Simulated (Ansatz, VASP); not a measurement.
**One calculation of HfC, two programs**

Contents of POSCAR:

```
HfC
1.0
    3.4012684509      0.0000000000      0.0000000000
   -1.7006342255      2.9455850083      0.0000000000
    0.0000000000      0.0000000000      5.2936094320
Hf C
2 2
Direct
    0.6666666667      0.3333333333      0.7500000000
    0.3333333333      0.6666666667      0.2500000000
    0.0000000000      0.0000000000      0.0000000000
    0.0000000000      0.0000000000      0.5000000000
```

File INCAR.step1:

```
PREC     = Accurate       # precision mode
ENCUT    = 520            # plane-wave cutoff, eV
ISMEAR   = -1             # smearing method
SIGMA    = 0.1            # smearing width, eV
LREAL    = F              # projectors in reciprocal space
LASPH    = T              # aspherical terms in the spheres
NELM     = 80             # most SCF steps
NBANDS   = 22             # bands
GGA      = PE             # functional
ALGO     = Normal         # electronic algorithm
EDIFF    = 1E-4           # SCF threshold, eV
LWAVE    = T              # write WAVECAR
LCHARG   = F              # write CHGCAR
```

File INCAR.step2:

```
PREC     = Accurate       # precision mode
ENCUT    = 520            # plane-wave cutoff, eV
EDIFF    = 1E-7           # SCF threshold, eV
ISMEAR   = -1             # smearing method
SIGMA    = 0.1            # smearing width, eV
LREAL    = F              # projectors in reciprocal space
LASPH    = T              # aspherical terms in the spheres
NELM     = 80             # most SCF steps
ALGO     = Normal         # electronic algorithm
ISIF     = 2              # what is computed and relaxed
LWAVE    = F              # write WAVECAR
LCHARG   = T              # write CHGCAR
METAGGA  = R2SCAN         # meta-GGA
LMIXTAU  = T            
LELF     = T              # ELF
LVHAR    = T            
NBANDS   = 22             # bands
ISTART   = 1
```

Contents of KPOINTS:

```
regular mesh
0
Gamma
  8 8 5
```

Input for Ansatz:

```yaml
crystal:
  lattice:
    - [3.4012684509437956, 0.0, 0.0]
    - [-1.7006342254718978, 2.9455850083016926, 0.0]
    - [0.0, 0.0, 5.293609431991471]
  atoms:
    - { symbol: Hf, position: [0.6666666666666666, 0.3333333333333333, 0.75] }
    - { symbol: Hf, position: [0.3333333333333333, 0.6666666666666666, 0.25] }
    - { symbol: C, position: [0.0, 0.0, 0.0] }
    - { symbol: C, position: [0.0, 0.0, 0.5] }
basis:
  ecutwfc: 653.073269903712
kpoints:
  mp_grid:
    grid: [8, 8, 5]
hamiltonian:
  xc: r2scan
scf:
  occupations:
    method: fermi_dirac
output:
  stress: true
```

Alike in both runs: task single point; functional r2SCAN; k mesh 8 × 8 × 5; no spin polarisation.

```csv
,VASP,Ansatz
version,VASP 6.6.1,Ansatz 0.2.0
potentials or method,"VASP PAW PBE potentials, release 64 (Hf_pv, C), cutoff 520 eV","plane waves, PAW"
occupations,"fermi-dirac, width 0.1 eV",fermi-dirac
valence electrons in the cell,28,60
```

|  | VASP | Ansatz | Ansatz less VASP |
| --- | --- | --- | --- |
| pressure (GPa) | -14.7 | -13.6 | +1.16 |
| traceless stress, the component that is largest in VASP (GPa) | 4.31 | 4.25 | -0.063 |

VASP's potentials were made for PBE, not for r2SCAN. VASP's potentials hold 28 valence electrons a cell and Ansatz's 60, so a difference there can come from the potentials and not from the codes.

Spin-orbit coupling is off throughout.
